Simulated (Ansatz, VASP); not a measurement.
**Two plane-wave programs on Sb**

Contents of INCAR:

```
SYSTEM = Sb
PREC = Accurate
ENCUT = 520
EDIFF = 1E-7
ISMEAR = -1
SIGMA = 0.05
LREAL = .FALSE.
LASPH = .TRUE.
NELM = 60
ALGO = Normal
ISIF = 2
LWAVE = .FALSE.
LCHARG = .FALSE.
GGA = CA
NBANDS = 8
```

Contents of KPOINTS:

```
regular mesh
0
G
  12 12 12
  0 0 0
```

POSCAR

```
Sb
1.0
   -1.5659590577      1.5659590577      2.6937369538
    1.5659590577     -1.5659590577      2.6937369538
    1.5659590577      1.5659590577     -2.6937369538
Sb
1
Direct
    0.0000000000      0.0000000000      0.0000000000
```

The input input.yaml:

```yaml
crystal:
  lattice:
    - [-1.5659590577, 1.5659590577, 2.6937369538]
    - [1.5659590577, -1.5659590577, 2.6937369538]
    - [1.5659590577, 1.5659590577, -2.6937369538]
  atoms:
    - { symbol: Sb, position: [0.0, 0.0, 0.0] }
hamiltonian:
  xc: lda
  pseudopotentials: { kind: paw }
kpoints:
  mp_grid: { grid: [12, 12, 12] }
scf:
  occupations: { method: fermi_dirac, width: 0.05 }
output:
  forces: true
  stress: true
  eigenvalues: true
```

Alike in both runs: task single point; functional LDA; k mesh 12 × 12 × 12; occupations fermi-dirac, width 0.05 eV; no spin polarisation.

|  | VASP | Ansatz |
| --- | --- | --- |
| version | VASP 6.6.1 | Ansatz 0.2.0 |
| potentials or method | VASP PAW LDA potentials, release 64 (Sb) | Ansatz PAW |
| plane-wave cutoff (eV) | 520 | 420 |
| valence electrons in the cell | 5 | 15 |

```csv
,VASP,Ansatz,Ansatz less VASP
gap on the k mesh at the Fermi level (eV),none,none,-
pressure (GPa),-1.0,-1.2,-0.14
"traceless stress, the component that is largest in VASP (GPa)",-0.30,-0.25,+0.047
```

LDA's correlation is that of Perdew and Zunger in VASP and of Perdew and Wang (1992) in Ansatz. A gap of «none» marks a metal or a gap that the smearing closes. VASP's potentials hold 5 valence electrons a cell and Ansatz's 15, so a difference there can come from the potentials and not from the codes.

Spin-orbit coupling is off throughout.
